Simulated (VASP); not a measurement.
SrCl2, 3 atoms in the cell. Symmetry: R3m, No. 160, trigonal system. The conventional cell has a = 4.171 Å, b = 4.171 Å, c = 18.405 Å, α = 90.00°, β = 90.00°, γ = 120.00°. Within 3.8 Å of Sr (site symmetry 3m) lie 6 Cl at 2.92 Å. Cl (site symmetry 3m) has 3 Sr at 2.92 Å and 4 Cl at 3.30 to 3.72 Å within 3.8 Å. Cl (site symmetry 3m) has 3 Sr at 2.92 Å and 4 Cl at 3.30 to 3.72 Å within 3.8 Å. 

- Program: VASP 6.6.1
- Task: single point
- Functional: PBE
- Potentials or basis: VASP PAW PBE potentials, release 64 (Sr_sv, Cl)
- Cutoff: 520 eV
- k mesh: 4 × 4 × 4
- Occupations: gaussian, width 0.01 eV
- Spin: no spin polarisation
- Dipole correction: no
- Further INCAR settings: ALGO = Normal; EDIFF = 1e-07; NBANDS = 19

Potentials or basis: VASP PAW PBE potentials, release 64 (Sr_sv, Cl).

The run is started by

```bash
$ cat potpaw_PBE.64/Sr_sv/POTCAR potpaw_PBE.64/Cl/POTCAR > POTCAR
$ mpirun -np 1 vasp_std > vasp.out
```

Hardware: 1 thread of Intel(R) Xeon(R) Platinum 8375C CPU @ 2.90GHz (Ice Lake), with other jobs on the host.

How long does it take, and how much memory?

Wall time 56 s on 1 thread of Intel(R) Xeon(R) Platinum 8375C CPU @ 2.90GHz (Ice Lake), on a shared host, peak memory 0.34 GiB. Counts: scf iterations 16, k points 13.
